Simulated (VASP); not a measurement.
# V3H2 (P-3m1) in VASP: notebook, part 2 of 4

VASP 6.6.1. Earlier steps stand in the parts before.

## 3. Relaxation of cell and atoms, PBE

This run uses another cell than the first one, of 9.94 Å³/atom.

INCAR

```
SYSTEM = V3H2
ALGO     = Normal         ! electronic algorithm
EDIFF    = 1E-7           ! SCF threshold, eV
EDIFFG   = -0.04          ! ionic threshold
ENCUT    = 600            ! plane-wave cutoff, eV
GGA      = PE             ! functional
IBRION   = 2              ! ionic algorithm
ISIF     = 3              ! what is computed and relaxed
ISMEAR   = 0              ! smearing method
LASPH    = .TRUE.         ! aspherical terms in the spheres
LCHARG   = .FALSE.        ! write CHGCAR
LREAL    = .FALSE.        ! projectors in reciprocal space
LWAVE    = .FALSE.        ! write WAVECAR
NELM     = 60             ! most SCF steps
NSW      = 90             ! ionic steps
PREC     = Accurate       ! precision mode
SIGMA    = 0.1            ! smearing width, eV
```

KPOINTS

```
k-points
0
G
  6 6 4
  0 0 0
```

POSCAR

```
V3H2
1.0
    3.3290214571      0.0000000000      0.0000000000
   -1.6645107285      2.8830171516      0.0000000000
    0.0000000000      0.0000000000      5.1794166324
V H
3 2
Direct
    0.0000000000      0.0000000000      0.0000000000
    0.3333333333      0.6666666667      0.6450000000
    0.6666666667      0.3333333333      0.3550000000
    0.3333333333      0.6666666667      0.2450000000
    0.6666666667      0.3333333333      0.7550000000
```

Potentials or basis: VASP PAW PBE potentials, release 64 (V_sv, H).

Run with:

```console
> cat potpaw_PBE.64/V_sv/POTCAR potpaw_PBE.64/H/POTCAR > POTCAR
> mpirun -np 1 vasp_std > vasp.out
```

OUTCAR:

```text
SYSTEM = V3H2
   EDIFF = 1E-7
   EDIFFG = -0.04
   ENCUT = 600
   GGA = PE
   IBRION = 2
   ISIF = 3
   ISMEAR = 0
   LASPH = .TRUE.
   LREAL = .FALSE.
   NELM = 60
   NSW = 90
   PREC = Accurate

 ion  position               nearest neighbor table
   1  0.000  0.000  0.000-   2 2.66   3 2.66   2 2.66   3 2.66   3 2.66   2 2.66
   2  0.333  0.667  0.645-   3 2.44   3 2.44   3 2.44   1 2.66   1 2.66   1 2.66
   3  0.667  0.333  0.355-   2 2.44   2 2.44   2 2.44   1 2.66   1 2.66   1 2.66
   4  0.333  0.667  0.245-
   5  0.667  0.333  0.755-

  LATTYP: Found a hexagonal cell.
 ALAT       =     3.3290214571
 C/A-ratio  =     1.5558375634

  Lattice vectors:

 A1 = (   3.3290214571,   0.0000000000,   0.0000000000)
 A2 = (  -1.6645107285,   2.8830171516,   0.0000000000)
 A3 = (   0.0000000000,   0.0000000000,   5.1794166324)

Analysis of symmetry for initial positions (statically):
=====================================================================
 Subroutine PRICEL returns:
 Original cell was already a primitive cell.

 Routine SETGRP: Setting up the symmetry group for a
 hexagonal supercell.

 Subroutine GETGRP returns: Found 12 space group operations
 (whereof 12 operations were pure point group operations)
 out of a pool of 24 trial point group operations.

The static configuration has the point symmetry D_3d.

Analysis of symmetry for dynamics (positions and initial velocities):
=====================================================================
 Subroutine PRICEL returns:
 Original cell was already a primitive cell.

 Routine SETGRP: Setting up the symmetry group for a
 hexagonal supercell.

 Subroutine GETGRP returns: Found 12 space group operations
 (whereof 12 operations were pure point group operations)
 out of a pool of 24 trial point group operations.

The dynamic configuration has the point symmetry D_3d.

 Subroutine INISYM returns: Found 12 space group operations
 (whereof 12 operations are pure point group operations),
 and found     1 'primitive' translations

[... 140 lines left out ...]

 number of electron      41.0000007 magnetization

 Free energy of the ion-electron system (eV)
  ---------------------------------------------------
  ext. energy  EPLUGINS =         0.00000000
  ---------------------------------------------------
  free energy    TOTEN  =       -32.43976129 eV

  energy without entropy =      -32.42133660  energy(sigma->0) =      -32.43054895

------------------------ aborting loop because EDIFF is reached ----------------------------------------

  FORCE on cell =-STRESS in cart. coord.  units (eV):
  Direction    XX          YY          ZZ          XY          YZ          ZX
  --------------------------------------------------------------------------------------
  -------------------------------------------------------------------------------------
  Total       -5.1845347     -5.1845347      1.0388226     -0.0000000      0.0000000      0.0000000
  in kB     -167.0997129   -167.0997129     33.4816851     -0.0000000      0.0000000      0.0000000
  external PRESSURE =    -100.2392469 kB  Pullay stress =       0.0000000 kB
[... 98 lines left out ...]
  FREE ENERGIE OF THE ION-ELECTRON SYSTEM (eV)
  ---------------------------------------------------
  free  energy   TOTEN  =       -33.0378448798 eV

  energy  without entropy=      -33.0209458358  energy(sigma->0) =      -33.02939536

 E-fermi :  10.0342     XC(G=0): -12.9834

 val. band max:       10.0319887989   @ k =   0.0000   0.0000   0.5000
 cond. band min:      10.0493807137   @ k =  -0.1667   0.5000   0.2500
 fundamental gap:      0.0173919148
 Fermi energy:        10.0342407321

 k-point     1 :       0.0000    0.0000    0.0000
  band No.  band energies     occupation
      1     -54.0418      2.00000
      2     -53.9418      2.00000
      3     -53.7596      2.00000
      4     -28.1024      2.00000
      5     -27.9629      2.00000
      6     -27.6403      2.00000
[... 637 lines left out ...]
     23      10.9273      0.00000
     24      11.8583      0.00000

[... ionic steps 4 to 21 ...]

--------------------------------------- Ionic step       22  -------------------------------------------

 number of electron      40.9999990 magnetization

------------------------ aborting loop because EDIFF is reached ----------------------------------------
[... 73 lines left out ...]
--------------------------------------- Ionic step       24  -------------------------------------------

 number of electron      41.0000007 magnetization

 Free energy of the ion-electron system (eV)
  ---------------------------------------------------
  ext. energy  EPLUGINS =         0.00000000
  ---------------------------------------------------
  free energy    TOTEN  =       -34.15438428 eV

  energy without entropy =      -34.12572795  energy(sigma->0) =      -34.14005611

 E-fermi :   9.6953     XC(G=0): -12.8375

 val. band max:        9.6925470678   @ k =   0.1667   0.0000   0.5000
 cond. band min:       9.6962093584   @ k =   0.1667   0.0000   0.2500
 fundamental gap:      0.0036622905
 Fermi energy:         9.6952934232

 k-point     1 :       0.0000    0.0000    0.0000
  band No.  band energies     occupation
      1     -54.3857      2.00000
      2     -54.2866      2.00000
      3     -54.2111      2.00000
      4     -28.3976      2.00000
      5     -28.3193      2.00000
      6     -28.0137      2.00000
[... 669 lines left out ...]
  FREE ENERGIE OF THE ION-ELECTRON SYSTEM (eV)
  ---------------------------------------------------
  free  energy   TOTEN  =       -34.1543842778 eV

  energy  without entropy=      -34.1257279511  energy(sigma->0) =      -34.14005611

 reached required accuracy - stopping structural energy minimisation
```

CONTCAR:

```text
V3H2
   1.00000000000000
     2.8321937212514605   -0.0000000000082073    0.0000000000000000
    -1.4160968605902999    2.4527517110511332    0.0000000000000001
    -0.0000000000000001    0.0000000000000001    6.4140670640711193
  V               H
     3     2
Direct
     0.0000000000000000    0.0000000000000000    0.0000000000000000
     0.3333333332999970    0.6666666667000030    0.6564069210661960
     0.6666666667000030    0.3333333332999970    0.3435930789338035
     0.3333333332999970    0.6666666667000030    0.1654017105209052
     0.6666666667000030    0.3333333332999970    0.8345982894790948

  0.00000000E+00  0.00000000E+00  0.00000000E+00
  0.00000000E+00  0.00000000E+00  0.00000000E+00
  0.00000000E+00  0.00000000E+00  0.00000000E+00
  0.00000000E+00  0.00000000E+00  0.00000000E+00
  0.00000000E+00  0.00000000E+00  0.00000000E+00
```

Wall time 5.8 min (1 thread of Intel Xeon 6975P-C (Granite Rapids), shared host); peak memory 0.19 GiB.

Results:

```yaml
Free_energy: -34.1544 eV
Relaxed_volume: 8.91 Å³/atom
Relaxed_cell: a = 2.832 Å, b = 2.832 Å, c = 6.414 Å, α = 90.00°, β = 90.00°, γ = 120.00°
Space_group_after_relaxing_to_0.1_Å: P-3m1 (No. 164)
Energy_gained_by_relaxing: 342.9 meV/atom
Ionic_steps: 24
Pressure_after_relaxing: 0.2 GPa
Largest_force_after_relaxing: 0.027 eV/Å
Band_gap_on_the_k_mesh: zero (an odd number of electrons rules out a gap without spin polarisation)
```

Forces in eV/Å, atoms in the order of the input:
```
V    0.000  0.000  0.000
V    0.000  0.000  0.011
V    0.000  0.000 -0.011
H    0.000  0.000  0.027
H    0.000  0.000 -0.027
```

Stress tensor (GPa, compression positive):
```
0.24 0.00 0.00
0.00 0.24 0.00
0.00 0.00 0.04
```

The path:
| step | energy change (eV) | largest force (eV/Å) | pressure (GPa) | volume (Å³) |
| --- | --- | --- | --- | --- |
| 1 | 0.0000 | 1.7486 | -10.02 | 49.71 |
| 2 | -0.5657 | 0.0864 | 0.74 | 45.31 |
| 3 | -0.5981 | 0.4494 | 4.96 | 44.24 |
| 4 | -0.8233 | 0.5674 | 2.70 | 44.73 |
| 5 | -0.9927 | 0.8393 | 2.15 | 45.26 |
| 6 | -1.1280 | 0.8862 | -5.30 | 46.65 |
| 7 | -1.1609 | 0.8575 | -7.00 | 47.27 |
| 8 | -1.1787 | 0.7796 | -11.59 | 48.52 |
| 9 | -1.2170 | 0.7669 | -11.50 | 48.42 |
| 10 | -1.3130 | 0.7000 | -10.96 | 48.09 |
| 11 | -1.3802 | 1.4142 | -8.30 | 47.41 |
| 12 | -1.4789 | 1.3322 | -5.30 | 46.38 |
| 13 | -1.6093 | 0.9357 | 6.38 | 43.36 |
| 14 | -1.6741 | 0.4389 | 4.22 | 43.72 |
| 15 | -1.7031 | 0.1693 | 1.84 | 44.21 |
| 16 | -1.7032 | 0.1479 | 1.91 | 44.19 |
| 17 | -1.7079 | 0.1226 | 0.18 | 44.58 |
| 18 | -1.7084 | 0.1158 | -0.54 | 44.75 |
| 19 | -1.7098 | 0.0988 | -0.35 | 44.70 |
| 20 | -1.7120 | 0.0814 | 0.23 | 44.56 |
| 21 | -1.7121 | 0.1040 | 0.39 | 44.53 |
| 22 | -1.7134 | 0.0820 | 0.09 | 44.59 |
| 23 | -1.7142 | 0.0478 | -0.44 | 44.71 |
| 24 | -1.7146 | 0.0268 | 0.18 | 44.56 |

Final structure:
```yaml
crystal:
  lattice:
    - [2.83219, 0.00000, 0.00000]
    - [-1.41610, 2.45275, 0.00000]
    - [0.00000, 0.00000, 6.41407]
  atoms:
    - { symbol: V, position: [0.00000, 0.00000, 0.00000] }
    - { symbol: V, position: [0.33333, 0.66667, 0.65641] }
    - { symbol: V, position: [0.66667, 0.33333, 0.34359] }
    - { symbol: H, position: [0.33333, 0.66667, 0.16540] }
    - { symbol: H, position: [0.66667, 0.33333, 0.83460] }
```

Levels at points of the mesh, in eV from the Fermi level:
```csv
k point,band 19,band 20,band 21,band 22,band 23,band 24
"(0.00, 0.00, 0.00)",-0.32,-0.18,-0.18,-0.06,-0.06,0.73
"(0.50, 0.00, 0.00)",-0.45,0.04,0.07,0.09,2.21,2.46
"(0.00, 0.00, 0.50)",-0.30,0.09,0.09,0.16,0.16,0.49
"(0.50, 0.00, 0.50)",-0.60,-0.06,0.08,0.71,1.65,1.90
```

Caveat: the k points lie up to 0.43 Å⁻¹ apart in the final cell, too coarse for converged energies and pressures of a metal; a cell axis changed by over 15 % at a fixed basis, so the end point is rough.

## 4. Single point, PBE, collinear spin, ferromagnetic start

This run uses another cell than the first one, of 9.94 Å³/atom.

INCAR

```
SYSTEM = V3H2
ALGO = Normal
EDIFF = 1E-7
ENCUT = 520
GGA = PE
ISIF = 2
ISMEAR = 0
ISPIN = 2
LASPH = .True.
LCHARG = .False.
LMAXMIX = 4
LORBIT = 11
LREAL = .False.
LWAVE = .False.
MAGMOM = 2 2 2 0 0
NBANDS = 32
NELM = 150
PREC = Accurate
SIGMA = 0.1
```

KPOINTS

```
k-points
0
Gamma
  6 6 4
  0 0 0
```

POSCAR is that of step 3.

Run with:

```console
> cat potpaw_PBE.64/V_sv/POTCAR potpaw_PBE.64/H/POTCAR > POTCAR
> mpirun -np 1 vasp_std > vasp.out
```

It took 49 s on 1 thread of Intel Xeon 6975P-C (Granite Rapids), shared host; peak memory 0.22 GiB.

The run converged. Its results:

```yaml
Free_energy: -32.4391 eV
Pressure: -10.0 GPa
Largest_force: 1.749 eV/Å
Net_moment: 0.00 μB per cell
Valence_electrons_inside_the_program's_atomic_spheres: V 11.48, 11.70 (each value once); H 0.52
```

Forces on the atoms (eV/Å):
```
V    0.000  0.000  0.000
V    0.000  0.000  1.749
V    0.000  0.000 -1.749
H    0.000  0.000  0.106
H    0.000  0.000 -0.106
```

Stress tensor (GPa, compression positive):
```
-16.72   0.00   0.00
  0.00 -16.72   0.00
  0.00   0.00   3.34
```

Levels at points of the mesh, in eV from the Fermi level:
Spin up:
```tsv
k point	band 19	band 20	band 21	band 22	band 23	band 24
(0.00, 0.00, 0.00)	-1.16	-0.62	-0.62	0.58	1.44	1.44
(0.50, 0.00, 0.00)	-0.89	-0.79	0.58	1.04	1.16	1.17
(0.00, 0.00, 0.50)	-1.30	-0.61	-0.61	0.83	1.00	1.00
(0.50, 0.00, 0.50)	-1.48	0.15	0.46	0.70	0.73	1.08
```
Spin down:
```
           k point  band 17  band 18  band 19  band 20  band 21  band 22  band 23  band 24  band 25  band 26
(0.00, 0.00, 0.00)    -1.96    -1.16    -1.16    -0.62    -0.62     0.58     1.44     1.44     1.90     2.23
(0.50, 0.00, 0.00)    -1.43    -1.24    -0.89    -0.79     0.58     1.04     1.16     1.17     1.54     1.56
(0.00, 0.00, 0.50)    -1.74    -1.30    -1.30    -0.61    -0.61     0.83     1.00     1.00     1.25     1.60
(0.50, 0.00, 0.50)    -1.49    -1.48    -1.48     0.15     0.46     0.70     0.73     1.08     1.43     1.53
```

Caveat: the k points lie up to 0.36 Å⁻¹ apart; forces of over 1 eV/Å act on the atoms, so gaps and moduli don't describe the material at rest.

(Continued in part 3 of 4.)
